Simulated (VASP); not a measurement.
# NaGaF2 (P-3m1) in VASP: a series of runs, part 2 of 2

VASP 6.6.1.

## 3. Relaxation of cell and atoms, PBE

INCAR reads:

```
SYSTEM = NaGaF2
ALGO = Normal ; EDIFF = 1E-6
EDIFFG = -0.01 ; ENCUT = 600
GGA = PE ; IBRION = 2
ISIF = 3 ; ISMEAR = 0
LASPH = .TRUE. ; LCHARG = .FALSE.
LREAL = .FALSE. ; LWAVE = .FALSE.
NELM = 80 ; NSW = 100
PREC = Accurate ; SIGMA = 0.02
```

KPOINTS reads:

```
k-points
0
G
  12 12 6
  0 0 0
```

POSCAR reads:

```
NaGaF2
1.0
    3.3462069022      0.0000000000      0.0000000000
   -1.6731034511      2.8979001837      0.0000000000
    0.0000000000      0.0000000000      6.2594556546
Na Ga F
1 1 2
Direct
    0.0000000000      0.0000000000      0.0000000000
    0.0000000000      0.0000000000      0.5000000000
    0.3333333333      0.6666666667      0.7830420654
    0.6666666667      0.3333333333      0.2169579346
```

Potentials or basis: VASP PAW PBE potentials, release 64 (Na_pv, Ga_d, F).

Launch:

```
cat potpaw_PBE.64/Na_pv/POTCAR potpaw_PBE.64/Ga_d/POTCAR potpaw_PBE.64/F/POTCAR > POTCAR
mpirun -np 1 vasp_std > vasp.out
```

OUTCAR:

```text
SYSTEM = NaGaF2
   EDIFF = 1E-6
   EDIFFG = -0.01
   ENCUT = 600
   GGA = PE
   IBRION = 2
   ISIF = 3
   ISMEAR = 0
   LASPH = .TRUE.
   LREAL = .FALSE.
   NELM = 80
   NSW = 100
   PREC = Accurate

 ion  position               nearest neighbor table
   1  0.000  0.000  0.000-
   2  0.000  0.000  0.500-
   3  0.333  0.667  0.783-
   4  0.667  0.333  0.217-

  LATTYP: Found a hexagonal cell.
 ALAT       =     3.3462069022
 C/A-ratio  =     1.8706122597

  Lattice vectors:

 A1 = (   3.3462069022,   0.0000000000,   0.0000000000)
 A2 = (  -1.6731034511,   2.8979001837,   0.0000000000)
 A3 = (   0.0000000000,   0.0000000000,   6.2594556546)

Analysis of symmetry for initial positions (statically):
=====================================================================
 Subroutine PRICEL returns:
 Original cell was already a primitive cell.

 Routine SETGRP: Setting up the symmetry group for a
 hexagonal supercell.

 Subroutine GETGRP returns: Found 12 space group operations
 (whereof 12 operations were pure point group operations)
 out of a pool of 24 trial point group operations.

The static configuration has the point symmetry D_3d.

Analysis of symmetry for dynamics (positions and initial velocities):
=====================================================================
 Subroutine PRICEL returns:
 Original cell was already a primitive cell.

 Routine SETGRP: Setting up the symmetry group for a
 hexagonal supercell.

 Subroutine GETGRP returns: Found 12 space group operations
 (whereof 12 operations were pure point group operations)
 out of a pool of 24 trial point group operations.

The dynamic configuration has the point symmetry D_3d.

 Subroutine INISYM returns: Found 12 space group operations
 (whereof 12 operations are pure point group operations),
[... 119 lines left out ...]
     AMIX     =   0.40;   BMIX     =  1.00
     AMIX_MAG =   1.60;   BMIX_MAG =  1.00
  volume/ion in A,a.u.               =      15.17       102.40
  Fermi-wavevector in a.u.,A,eV,Ry     =   1.349512  2.550209 24.778708  1.821184
  Thomas-Fermi vector in A             =   2.477093
   LORBIT       =      0    0 simple, 1 ext, 2 COOP (PROOUT), +10 PAW based schemes
   GGA     = PE    functional components
   LHFCALC =     F    Hartree Fock is set to
   AEXX    =    0.0000 exact exchange contribution
   IVDW    =     0    specifies the selected vdW correction
   LEPSILON=     F    determine dielectric tensor
   LRPA    =     F    only Hartree local field effects (RPA)
 conjugate gradient relaxation of ions
 non-spin polarized calculation
 Gauss-broadening in eV      SIGMA  =   0.02
  energy-cutoff  :      600.00
  volume of cell :       60.70
 maximum number of plane-waves:      2065
 NGX is ok and might be reduce to    28
   NGX = 13   NGY = 13   NGZ = 25

--------------------------------------- Ionic step        1  -------------------------------------------

 number of electron      33.9999994 magnetization

 Free energy of the ion-electron system (eV)
  ---------------------------------------------------
  ext. energy  EPLUGINS =         0.00000000
  ---------------------------------------------------
  free energy    TOTEN  =       -16.00909845 eV

  energy without entropy =      -16.00909845  energy(sigma->0) =      -16.00909845

------------------------ aborting loop because EDIFF is reached ----------------------------------------

  FORCE on cell =-STRESS in cart. coord.  units (eV):
  Direction    XX          YY          ZZ          XY          YZ          ZX
  --------------------------------------------------------------------------------------
  -------------------------------------------------------------------------------------
  Total       -0.0883181     -0.0883181      0.0618852     -0.0000000     -0.0000000      0.0000000
  in kB       -2.3312423     -2.3312423      1.6335194     -0.0000000     -0.0000000      0.0000000
  external PRESSURE =      -1.0096551 kB  Pullay stress =       0.0000000 kB
[... 63 lines left out ...]
--------------------------------------- Ionic step        3  -------------------------------------------

 number of electron      34.0000001 magnetization

 Free energy of the ion-electron system (eV)
  ---------------------------------------------------
  ext. energy  EPLUGINS =         0.00000000
  ---------------------------------------------------
  free energy    TOTEN  =       -16.00960705 eV

  energy without entropy =      -16.00960705  energy(sigma->0) =      -16.00960705

 E-fermi :   0.8115     XC(G=0):  -9.3088

 val. band max:        0.7270834349   @ k =   0.3333   0.3333   0.5000
 cond. band min:       2.8983371146   @ k =   0.5000   0.0000   0.5000
 fundamental gap:      2.1712536797
 Fermi energy:         0.8114669507

 k-point     1 :       0.0000    0.0000    0.0000
  band No.  band energies     occupation
      1     -21.1321      2.00000
      2     -20.7186      2.00000
      3     -20.6014      2.00000
      4     -20.6014      2.00000
      5     -20.1020      2.00000
      6     -12.7203      2.00000
[... 565 lines left out ...]
     20       8.1006      0.00000
     21       9.6799      0.00000

 [... further k-points ...]
[... 5 lines left out ...]
  --------------------------------------------------------------------------------------
  -------------------------------------------------------------------------------------
  Total        0.0046208      0.0046208      0.0369532     -0.0000000      0.0000000      0.0000000
  in kB        0.1226494      0.1226494      0.9808522     -0.0000000      0.0000000      0.0000000
  external PRESSURE =       0.4087170 kB  Pullay stress =       0.0000000 kB
[... 19 lines left out ...]
  FREE ENERGIE OF THE ION-ELECTRON SYSTEM (eV)
  ---------------------------------------------------
  free  energy   TOTEN  =       -16.0096070497 eV

  energy  without entropy=      -16.0096070497  energy(sigma->0) =      -16.00960705

 reached required accuracy - stopping structural energy minimisation
```

OSZICAR:

```text
N       E                     dE             d eps       ncg     rms          rms(c)
DAV:   1     0.383803362203E+03    0.38380E+03   -0.19463E+04  4342   0.261E+03
[... 21 lines left out ...]
       N       E                     dE             d eps       ncg     rms          rms(c)
DAV:   1    -0.160193193371E+02   -0.10014E-01   -0.28624E-01  4580   0.592E+00    0.724E-01
DAV:   2    -0.160115047952E+02    0.78145E-02   -0.22002E-02  5245   0.176E+00    0.303E-01
DAV:   3    -0.160100708109E+02    0.14340E-02   -0.17802E-03  4823   0.780E-01    0.148E-01
DAV:   4    -0.160096016285E+02    0.46918E-03   -0.49235E-04  5913   0.399E-01    0.194E-02
DAV:   5    -0.160096074773E+02   -0.58488E-05   -0.17187E-04  4501   0.179E-01    0.834E-03
DAV:   6    -0.160096070497E+02    0.42756E-06   -0.83670E-06  4769   0.325E-02
   3 F= -.16009607E+02 E0= -.16009607E+02  d E =-.508597E-03
```

CONTCAR:

```text
NaGaF2
   1.00000000000000
     3.3319497232122748   -0.0000000000000000    0.0000000000000000
    -1.6659748616061374    2.8855531045093570   -0.0000000000000000
     0.0000000000000000   -0.0000000000000000    6.2781432857167792
  Na              Ga              F
     1     1     2
Direct
     0.0000000000000000    0.0000000000000000    0.0000000000000000
     0.0000000000000000    0.0000000000000000    0.5000000000000000
     0.3333333332999970    0.6666666667000030    0.7829849763610018
     0.6666666667000030    0.3333333332999970    0.2170150236389981

  0.00000000E+00  0.00000000E+00  0.00000000E+00
  0.00000000E+00  0.00000000E+00  0.00000000E+00
  0.00000000E+00  0.00000000E+00  0.00000000E+00
  0.00000000E+00  0.00000000E+00  0.00000000E+00
```

It took 5.2 min on 1 thread of Oxide Virtual Turin-like, shared host; peak memory 0.27 GiB.

Results:

- Free energy: -16.0096 eV
- Relaxed volume: 15.09 Å³/atom
- Relaxed cell: a = 3.332 Å, b = 3.332 Å, c = 6.278 Å, α = 90.00°, β = 90.00°, γ = 120.00°
- Space group after relaxing (to 0.05 Å): P-3m1 (No. 164)
- Energy gained by relaxing: 0.1 meV/atom
- Ionic steps: 3
- Pressure after relaxing: 0.0 GPa
- Largest force after relaxing: 0.006 eV/Å
- Band gap on the k mesh: 2.17 eV, indirect (least direct gap 2.48 eV)

Forces on the atoms (eV/Å):
```
Na   0.000  0.000  0.000
Ga   0.000  0.000  0.000
F    0.000  0.000  0.006
F    0.000  0.000 -0.006
```

Step by step:
| step | energy change (eV) | largest force (eV/Å) | pressure (GPa) | volume (Å³) |
| --- | --- | --- | --- | --- |
| 1 | 0.0000 | 0.0019 | -0.10 | 60.70 |
| 2 | -0.0002 | 0.0007 | -0.07 | 60.61 |
| 3 | -0.0005 | 0.0057 | 0.04 | 60.36 |

Final structure:
```yaml
crystal:
  lattice:
    - [3.33195, 0.00000, 0.00000]
    - [-1.66597, 2.88555, 0.00000]
    - [0.00000, 0.00000, 6.27814]
  atoms:
    - { symbol: Na, position: [0.00000, 0.00000, 0.00000] }
    - { symbol: Ga, position: [0.00000, 0.00000, 0.50000] }
    - { symbol: F, position: [0.33333, 0.66667, 0.78299] }
    - { symbol: F, position: [0.66667, 0.33333, 0.21702] }
```
